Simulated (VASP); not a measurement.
Runs of VASP 6.6.1 on HfB2. The structure is that of space group P6/mmm (No. 191), or close to it. The cells are those of the table. 

| task | cell | cutoff (eV) | gap on the mesh (eV) | pressure (GPa) |
| --- | --- | --- | --- | --- |
| relaxation of cell and atoms | relaxed from a = 3.140, b = 3.140, c = 3.480 Å, angles 90.0, 90.0, 120.0°, 3 atoms | 600 | none | 0.0 |
| relaxation of cell and atoms | relaxed to 20 GPa from a = 3.140, b = 3.140, c = 3.480 Å, angles 90.0, 90.0, 120.0°, 3 atoms | 600 | none | 20.0 |
| single point | a = 3.050, b = 3.050, c = 3.357 Å, angles 90.0, 90.0, 120.0°, 3 atoms | 520 | none | 30.0 |
| relaxation of cell and atoms | relaxed to 10 GPa from a = 3.140, b = 3.140, c = 3.480 Å, angles 90.0, 90.0, 120.0°, 3 atoms | 600 | none | 10.1 |
| single point | a = 3.024, b = 3.024, c = 3.324 Å, angles 90.0, 90.0, 120.0°, 3 atoms | 520 | none | (a) |

Alike in all rows: level PBE; potentials or basis VASP PAW PBE potentials, release 64 (Hf_pv, B); no spin polarisation; k mesh 11 × 11 × 9; smearing fermi-dirac 0.05 eV.

Q: Estimate the missing entries.

A: (a) 40.1.

Caveats: spin-orbit coupling is left out, which moves the levels of the heavy elements; the cell is relaxed towards a set pressure, so the enthalpy falls and the energy may rise (some runs).

A k mesh can miss the band edges, and the runs leave out spin-orbit coupling on Hf.

A gap of «none» marks levels without a gap at the run's occupations.
